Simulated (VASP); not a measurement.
# MoS2 (P6_3/mmc) in VASP: further runs

The runs below take MoS2 through single point, relaxation of cell and atoms, with PBE+D3(BJ).

Everything below comes from runs of VASP 6.6.1. Logs are shortened: lines on timing, memory, paths and dates and some standing lists are left out, and cuts for length are marked.

**The experiment to reproduce.**

“Multiwavelength excitation Raman Scattering Analysis of bulk and 2 dimensional MoS2: Vibrational properties of atomically thin MoS2 layers”, 2015, arxiv:1506.03228 reports, for a bulk crystal of MoS2 at 300 K: band gap 1.3 eV (indirect).

The runs below are set against these values where they give the same quantity.

## 1. The cell of the first run

The structure is hexagonal, space group P6_3/mmc (No. 194). The conventional cell has a = 3.149 Å, b = 3.149 Å, c = 12.091 Å, α = 90.00°, β = 90.00°, γ = 120.00°. Mo (site symmetry -6m2) has 6 S at 2.40 Å and 6 Mo at 3.15 Å within 3.2 Å. Within 3.2 Å of S (site symmetry 3m) lie 3 Mo at 2.40 Å and 7 S at 3.13 to 3.15 Å.

## 2. Single point, PBE+D3(BJ)

INCAR

```
PREC = Accurate
ENCUT = 520
EDIFF = 1E-7
ISMEAR = 0
SIGMA = 0.02
LREAL = F
LASPH = T
NELM = 100
ALGO = Normal
ISIF = 2
LWAVE = F
LCHARG = T
GGA = PE
IVDW = 12
LELF = T
LVHAR = T
NBANDS = 35
```

KPOINTS

```
Automatic mesh
0
Gamma
  12 12 2
```

POSCAR

```
MoS2
1.0
    3.1491581748      0.0000000000      0.0000000000
   -1.5745790874      2.7272509799      0.0000000000
    0.0000000000      0.0000000000     12.0914294444
Mo S
2 4
Direct
    0.3333333333      0.6666666667      0.2500000000
    0.6666666667      0.3333333333      0.7500000000
    0.3333333333      0.6666666667      0.6205064502
    0.6666666667      0.3333333333      0.1205064502
    0.3333333333      0.6666666667      0.8794935498
    0.6666666667      0.3333333333      0.3794935498
```

Potentials or basis: VASP PAW PBE potentials, release 64 (Mo_sv, S).

Launch:

```console
$ cat potpaw_PBE.64/Mo_sv/POTCAR potpaw_PBE.64/S/POTCAR > POTCAR
$ mpirun -np 1 vasp_std > vasp.out
```

OUTCAR:

```text
PREC = Accurate
   ENCUT = 520
   EDIFF = 1E-7
   ISMEAR = 0
   LREAL = F
   LASPH = T
   NELM = 100
   ISIF = 2
   GGA = PE
   IVDW = 12
 IVDW          = 12

 ion  position               nearest neighbor table
   1  0.333  0.667  0.250-   4 2.40   6 2.40   4 2.40   6 2.40   4 2.40   6 2.40
   2  0.667  0.333  0.750-   3 2.40   5 2.40   3 2.40   5 2.40   3 2.40   5 2.40
   3  0.333  0.667  0.621-   2 2.40   2 2.40   2 2.40
   4  0.667  0.333  0.121-   1 2.40   1 2.40   1 2.40
   5  0.333  0.667  0.879-   2 2.40   2 2.40   2 2.40
   6  0.667  0.333  0.379-   1 2.40   1 2.40   1 2.40

  LATTYP: Found a hexagonal cell.
 ALAT       =     3.1491581748
 C/A-ratio  =     3.8395751414

  Lattice vectors:

 A1 = (   3.1491581748,   0.0000000000,   0.0000000000)
 A2 = (  -1.5745790874,   2.7272509799,   0.0000000000)
 A3 = (   0.0000000000,   0.0000000000,  12.0914294444)

Analysis of symmetry for initial positions (statically):
=====================================================================
 Subroutine PRICEL returns:
 Original cell was already a primitive cell.

 Routine SETGRP: Setting up the symmetry group for a
 hexagonal supercell.

 Subroutine GETGRP returns: Found 24 space group operations
 (whereof 12 operations were pure point group operations)
 out of a pool of 24 trial point group operations.

The static configuration has the point symmetry D_3d.
 The point group associated with its full space group is D_6h.

Analysis of symmetry for dynamics (positions and initial velocities):
=====================================================================
 Subroutine PRICEL returns:
 Original cell was already a primitive cell.

 Routine SETGRP: Setting up the symmetry group for a
 hexagonal supercell.

 Subroutine GETGRP returns: Found 24 space group operations
 (whereof 12 operations were pure point group operations)
 out of a pool of 24 trial point group operations.

The dynamic configuration has the point symmetry D_3d.
 The point group associated with its full space group is D_6h.

 Subroutine INISYM returns: Found 24 space group operations
 (whereof 12 operations are pure point group operations),
 and found     1 'primitive' translations

----------------------------------------------------------------------------------------

                                     Primitive cell

  volume of cell :     103.8478

  direct lattice vectors                    reciprocal lattice vectors
     3.149158175  0.000000000  0.000000000     0.317545180  0.183334795  0.000000000
    -1.574579087  2.727250980  0.000000000     0.000000000  0.366669591  0.000000000
     0.000000000  0.000000000 12.091429444     0.000000000  0.000000000  0.082703208

  length of vectors
     3.149158175  3.149158175 12.091429444     0.366669591  0.366669591  0.082703208

  position of ions in fractional coordinates (direct lattice)
     0.333333333  0.666666667  0.250000000
     0.666666667  0.333333333  0.750000000
     0.333333333  0.666666667  0.620506450
     0.666666667  0.333333333  0.120506450
     0.333333333  0.666666667  0.879493550
     0.666666667  0.333333333  0.379493550

  ion indices of the primitive-cell ions
   primitive index   ion index
                 1           1
                 2           2
                 3           3
                 4           4
                 5           5
                 6           6

----------------------------------------------------------------------------------------

 KPOINTS: Automatic mesh

Automatic generation of k-mesh.
 Grid dimensions read from file:
 generate k-points for:   12   12    2

 Generating k-lattice:

  Cartesian coordinates                     Fractional coordinates (reciprocal lattice)
     0.026462098  0.015277900  0.000000000     0.083333333 -0.000000000  0.000000000
     0.000000000  0.030555799  0.000000000     0.000000000  0.083333333  0.000000000
     0.000000000  0.000000000  0.041351604     0.000000000  0.000000000  0.500000000

  Length of vectors
     0.030555799  0.030555799  0.041351604

  Shift w.r.t. Gamma in fractional coordinates (k-lattice)
     0.000000000  0.000000000  0.000000000

 Subroutine IBZKPT returns following result:
 ===========================================

 Found     38 irreducible k-points:

 Following reciprocal coordinates:
            Coordinates               Weight
  0.000000  0.000000  0.000000      1.000000
  0.083333  0.000000  0.000000      6.000000
  0.166667  0.000000  0.000000      6.000000
  0.250000  0.000000  0.000000      6.000000
  0.333333  0.000000  0.000000      6.000000
  0.416667  0.000000  0.000000      6.000000
[... 16 lines left out ...]
  0.250000  0.000000  0.500000      6.000000
  0.333333  0.000000  0.500000      6.000000
 [... further k-points ...]
   k-points           NKPTS =     38   k-points in BZ     NKDIM =     38   number of bands    NBANDS=     35
   number of dos      NEDOS =    301   number of ions     NIONS =      6
   total plane-waves  NPLWV =  51840
   dimension x,y,z NGX =    24 NGY =   24 NGZ =   90
   dimension x,y,z NGXF=    48 NGYF=   48 NGZF=  180
   ions per type =               2   4
   NGX,Y,Z   is equivalent  to a cutoff of  12.67, 12.67, 12.37 a.u.
   NGXF,Y,Z  is equivalent  to a cutoff of  25.34, 25.34, 24.75 a.u.
 SYSTEM =  unknown system
   PREC   = accura    normal or accurate (medium, high low for compatibility)
   ISTART =      0    job   : 0-new  1-cont  2-samecut
   ICHARG =      2    charge: 1-file 2-atom 10-const
   ISPIN  =      1    spin polarized calculation?
   LNONCOLLINEAR =      F non collinear calculations
   LSORBIT =      F    spin-orbit coupling
   LASPH  =      T    aspherical Exc in radial PAW
   ENCUT  =  520.0 eV  38.22 Ry    6.18 a.u.   5.86  5.86 22.48*2*pi/ulx,y,z
   NELM   =    100;   NELMIN=  2; NELMDL= -5     # of ELM steps
   EDIFF  = 0.1E-06   stopping-criterion for ELM
   LREAL  =      F    real-space projection
   EDIFFG = 0.1E-05   stopping-criterion for IOM
   NSW    =      0    number of steps for IOM
   IBRION =     -1    ionic relax: 0-MD 1-quasi-New 2-CG
   NFREE  =      0    steps in history (QN), initial steepest desc. (CG)
   ISIF   =      2    stress and relaxation
   ISYM   =      2    0-nonsym 1-usesym 2-fastsym
   POTIM  = 0.5000    time-step for ionic-motion
   TEBEG  =    0.0;   TEEND  =   0.0 temperature during run
   PSTRESS=    0.0 pullay stress
   NELECT =      52.0000    total number of electrons
   NUPDOWN=      -1.0000    fix difference up-down
   EMIN   =  10.00;   EMAX   =-10.00  energy-range for DOS
   EFERMI =   0.00;   METHOD = LEGACY
   ISMEAR =     0;   SIGMA  =   0.02  broadening in eV -4-tet -1-fermi 0-gaus
   EFERMI_NEDOS =   21; number of points for ismear=-14 and -15
   IALGO  =     38    algorithm
   IMIX   =      4    mixing-type and parameters
     AMIX     =   0.40;   BMIX     =  1.00
     AMIX_MAG =   1.60;   BMIX_MAG =  1.00
  volume/ion in A,a.u.               =      17.31       116.80
  Fermi-wavevector in a.u.,A,eV,Ry     =   1.300001  2.456645 22.993865  1.690001
  Thomas-Fermi vector in A             =   2.431228
   LORBIT       =      0    0 simple, 1 ext, 2 COOP (PROOUT), +10 PAW based schemes
   GGA     = PE    functional components
   LHFCALC =     F    Hartree Fock is set to
   AEXX    =    0.0000 exact exchange contribution
   IVDW    =    12    specifies the selected vdW correction
   LEPSILON=     F    determine dielectric tensor
   LRPA    =     F    only Hartree local field effects (RPA)
 non-spin polarized calculation
 Gauss-broadening in eV      SIGMA  =   0.02
  energy-cutoff  :      520.00
  volume of cell :      103.85
 maximum number of plane-waves:      2820
 NGX is ok and might be reduce to    24
   NGX = 11   NGY = 11   NGZ = 45

 number of electron      52.0000003 magnetization

 Free energy of the ion-electron system (eV)
  ---------------------------------------------------
  ext. energy  EPLUGINS =         0.00000000
  ---------------------------------------------------
  free energy    TOTEN  =       -43.54513650 eV

  energy without entropy =      -43.54513650  energy(sigma->0) =      -43.54513650

 E-fermi :   8.0521     XC(G=0): -11.0142

 val. band max:        7.9460026771   @ k =   0.0000   0.0000   0.0000
 cond. band min:       8.7469783390   @ k =   0.1667   0.1667   0.0000
 fundamental gap:      0.8009756619
 Fermi energy:         8.0520719385

 k-point     1 :       0.0000    0.0000    0.0000
  band No.  band energies     occupation
      1     -53.5916      2.00000
      2     -53.5916      2.00000
      3     -27.7555      2.00000
      4     -27.7553      2.00000
      5     -27.5138      2.00000
      6     -27.5138      2.00000
[... 27 lines left out ...]
     34      10.4015      0.00000
     35      13.5853      0.00000

 k-point     2 :       0.0833    0.0000    0.0000
  band No.  band energies     occupation
      1     -53.5888      2.00000
      2     -53.5888      2.00000
      3     -27.7499      2.00000
      4     -27.7497      2.00000
      5     -27.5423      2.00000
      6     -27.5423      2.00000
[... 27 lines left out ...]
     34      10.2957      0.00000
     35      14.0907      0.00000

 k-point     3 :       0.1667    0.0000    0.0000
  band No.  band energies     occupation
      1     -53.5809      2.00000
      2     -53.5809      2.00000
      3     -27.7345      2.00000
      4     -27.7344      2.00000
      5     -27.6196      2.00000
      6     -27.6196      2.00000
[... 27 lines left out ...]
     34      10.7465      0.00000
     35      15.1033      0.00000
[... 723 lines left out ...]
 k-point    23 :       0.2500    0.0000    0.5000
  band No.  band energies     occupation
      1     -53.5701      2.00000
      2     -53.5701      2.00000
      3     -27.7236      2.00000
      4     -27.7236      2.00000
      5     -27.7134      2.00000
      6     -27.7134      2.00000
[... 27 lines left out ...]
     34      11.0974      0.00000
     35      15.3142      0.00000

 k-point    24 :       0.3333    0.0000    0.5000
  band No.  band energies     occupation
      1     -53.5593      2.00000
      2     -53.5593      2.00000
      3     -27.8260      2.00000
      4     -27.8260      2.00000
      5     -27.6924      2.00000
      6     -27.6924      2.00000
[... 27 lines left out ...]
     34      11.3935      0.00000
     35      14.5789      0.00000

 [... further k-points ...]

------------------------ aborting loop because EDIFF is reached ----------------------------------------

 Edisp (eV)   -2.62504

 E8    (eV) :    -1.0585

  FORCE on cell =-STRESS in cart. coord.  units (eV):
  Direction    XX          YY          ZZ          XY          YZ          ZX
  --------------------------------------------------------------------------------------
  -------------------------------------------------------------------------------------
  Total      -0.06002    -0.06002    -0.09476     0.00000    -0.00000     0.00000
  in kB      -0.92607    -0.92607    -1.46202     0.00000    -0.00000     0.00000
  external pressure =       -1.10 kB  Pullay stress =        0.00 kB

 VOLUME and BASIS-vectors are now :
 -----------------------------------------------------------------------------
  energy-cutoff  :      520.00
  volume of cell :      103.85
      direct lattice vectors                 reciprocal lattice vectors
     3.149158175  0.000000000  0.000000000     0.317545180  0.183334795  0.000000000
    -1.574579087  2.727250980  0.000000000     0.000000000  0.366669591  0.000000000
     0.000000000  0.000000000 12.091429444     0.000000000  0.000000000  0.082703208

 POSITION                                       TOTAL-FORCE (eV/Angst)
 -----------------------------------------------------------------------------------
     -0.00000      1.81817      3.02286        -0.000000     -0.000000      0.000000
      1.57458      0.90908      9.06857         0.000000      0.000000      0.000000
     -0.00000      1.81817      7.50281         0.000000      0.000000      0.010921
      1.57458      0.90908      1.45710        -0.000000      0.000000      0.010921
     -0.00000      1.81817     10.63433        -0.000000      0.000000     -0.010921
      1.57458      0.90908      4.58862        -0.000000      0.000000     -0.010921
 -----------------------------------------------------------------------------------
    total drift:                               -0.000000      0.000000     -0.000000

  FREE ENERGIE OF THE ION-ELECTRON SYSTEM (eV)
  ---------------------------------------------------
  free  energy   TOTEN  =       -46.1701727906 eV

  energy  without entropy=      -46.1701727906  energy(sigma->0) =      -46.17017279
```

Wall time 60 s (1 thread of AMD EPYC 9R45 (Zen 5), shared host); peak memory 0.25 GiB.

Results:

```
Free energy                : -46.1702 eV
Pressure                   : -0.1 GPa
Largest force              : 0.011 eV/Å
Band gap on the k mesh     : 0.80 eV (least direct gap 1.71 eV)
Dispersion energy per atom : -0.438 eV
```

Forces on the atoms (eV/Å):
```
Mo   0.000  0.000  0.000
Mo   0.000  0.000  0.000
S    0.000  0.000  0.011
S    0.000  0.000  0.011
S    0.000  0.000 -0.011
S    0.000  0.000 -0.011
```

## 3. Relaxation of cell and atoms, PBE+D3(BJ)

This run uses another cell than the first one, of 17.86 Å³/atom.

INCAR

```
PREC = Accurate
ENCUT = 600
EDIFF = 1E-6
ISMEAR = 0
SIGMA = 0.02
LREAL = F
LASPH = T
NELM = 60
ALGO = Normal
ISIF = 3
LWAVE = F
LCHARG = F
GGA = PE
IVDW = 12
IBRION = 2
NSW = 90
EDIFFG = -0.02
```

KPOINTS

```
regular mesh
0
Gamma
  12 12 2
```

POSCAR

```
MoS2
1.0
    3.1690000000      0.0000000000      0.0000000000
   -1.5845000000      2.7444345046      0.0000000000
    0.0000000000      0.0000000000     12.3240000000
Mo S
2 4
Direct
    0.3333333333      0.6666666667      0.2500000000
    0.6666666667      0.3333333333      0.7500000000
    0.3333333333      0.6666666667      0.6230000000
    0.6666666667      0.3333333333      0.1230000000
    0.3333333333      0.6666666667      0.8770000000
    0.6666666667      0.3333333333      0.3770000000
```

Potentials or basis: VASP PAW PBE potentials, release 64 (Mo_sv, S).

Launch:

```console
$ cat potpaw_PBE.64/Mo_sv/POTCAR potpaw_PBE.64/S/POTCAR > POTCAR
$ mpirun -np 1 vasp_std > vasp.out
```

Wall time 7.2 min (1 thread of AMD EPYC 9R45 (Zen 5), shared host); peak memory 0.33 GiB.

It converged, with:

* Free energy: -46.1729 eV
* Relaxed volume: 17.31 Å³/atom
* Relaxed cell: a = 3.149 Å, b = 3.149 Å, c = 12.091 Å, α = 90.00°, β = 90.00°, γ = 120.00°
* Space group after relaxing (to 0.1 Å): P6_3/mmc (No. 194)
* Energy gained by relaxing: 2.8 meV/atom
* Ionic steps: 9
* Pressure after relaxing: 0.0 GPa
* Largest force after relaxing: 0.008 eV/Å
* Band gap on the k mesh: 0.80 eV (least direct gap 1.70 eV)
* Dispersion energy per atom: -0.437 eV

Forces on the atoms (eV/Å):
```
Mo   0.000  0.000  0.000
Mo   0.000  0.000  0.000
S    0.000  0.000 -0.008
S    0.000  0.000 -0.008
S    0.000  0.000  0.008
S    0.000  0.000  0.008
```

Stress tensor (GPa, compression positive):
```
-0.04  0.00  0.00
 0.00 -0.04  0.00
 0.00  0.00  0.04
```

The path:
```
step  energy change (eV)  largest force (eV/Å)  pressure (GPa)  volume (Å³)
   1              0.0000                0.0755           -2.05       107.18
   2              0.0163                0.5244            3.50       103.68
   3             -0.0088                0.1425           -0.08       105.85
   4             -0.0114                0.0585           -0.05       105.43
   5             -0.0115                0.0382           -0.05       105.33
   6             -0.0129                0.0332           -0.05       105.10
   7             -0.0160                0.0175           -0.07       104.41
   8             -0.0152                0.0159            0.04       103.02
   9             -0.0168                0.0081           -0.01       103.86
```

Final structure:
```
CELL_PARAMETERS angstrom
3.14934 0.00000 0.00000
-1.57467 2.72741 0.00000
0.00000 0.00000 12.09108
ATOMIC_POSITIONS crystal
Mo 0.33333 0.66667 0.25000
Mo 0.66667 0.33333 0.75000
S 0.33333 0.66667 0.62059
S 0.66667 0.33333 0.12059
S 0.33333 0.66667 0.87941
S 0.66667 0.33333 0.37941
```

Levels at points of the mesh, in eV from the valence-band top:
| k point | band 24 | band 25 | band 26 | band 27 | band 28 | band 29 |
| --- | --- | --- | --- | --- | --- | --- |
| (0.00, 0.00, 0.00) | -1.27 | -1.11 | 0.00 | 2.09 | 2.09 | 2.13 |
| (0.50, 0.00, 0.00) | -1.53 | -1.49 | -1.34 | 1.62 | 1.67 | 1.99 |
| (0.00, 0.00, 0.50) | -2.19 | -0.27 | -0.27 | 2.10 | 2.10 | 2.10 |
| (0.50, 0.00, 0.50) | -1.66 | -1.40 | -1.40 | 1.64 | 1.64 | 2.16 |

A k mesh can miss the band edges.

## 4. Against experiment

Step 2. A measured gap of MoS2 is 1.3 eV (indirect; 300 K; “Multiwavelength excitation Raman Scattering Analysis of bulk and 2 dimensional MoS2: Vibrational properties of atomically thin MoS2 layers”, 2015, arxiv:1506.03228); the calculated 0.80 eV misses it by -0.50 eV. Spin-orbit coupling on Mo is left out. The value is that of PBE+D3(BJ) on a finite k mesh, which can miss the band edges, without temperature or zero-point motion. Semilocal functionals fall short of measured gaps as a rule.
